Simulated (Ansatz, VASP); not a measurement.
# NiO: VASP beside Ansatz

```
Ni O
1.0
     0.00000    2.09131    2.09131
     2.09131    0.00000    2.09131
     2.09131    2.09131    0.00000
Ni O
1 1
Direct
  0.00000 0.00000 0.00000
  0.50000 0.50000 0.50000
```

Alike in both runs: task single point; functional LDA; k mesh 8 × 8 × 8; occupations gaussian, width 0.05 eV; collinear spin; Hubbard terms Ni d U = 6.0 eV, J = 0.9 eV.

|  | VASP | Ansatz |
| --- | --- | --- |
| version | VASP 6.6.1 | Ansatz 0.2.0 |
| potentials or method | VASP PAW LDA potentials, release 64 (Ni, O), cutoff 520 eV | scalar-relativistic, plane waves, PAW |
| valence electrons in the cell | 16 | 24 |

|  | VASP | Ansatz | Ansatz less VASP |
| --- | --- | --- | --- |
| gap on the k mesh at the Fermi level (eV) | 1.71 | 1.52 | -0.196 |
| least direct gap on the mesh (eV) | 2.63 | 2.39 | -0.243 |
| pressure (GPa) | -15.6 | -6.3 | +9.26 |
| net moment per atom (μB) | 1.00 | 1.00 | 0.000 |
| size of the moment on the site where the two differ most (μB) | 1.77 | 1.69 | -0.081 |

LDA's correlation is that of Perdew and Zunger in VASP and of Perdew and Wang (1992) in Ansatz. Site moments also hang on the region over which each program counts them. The programs project onto different local orbitals, so the same U acts differently, and such runs can settle in different states. VASP's potentials hold 16 valence electrons a cell and Ansatz's 24, so a difference there can come from the potentials and not from the codes.
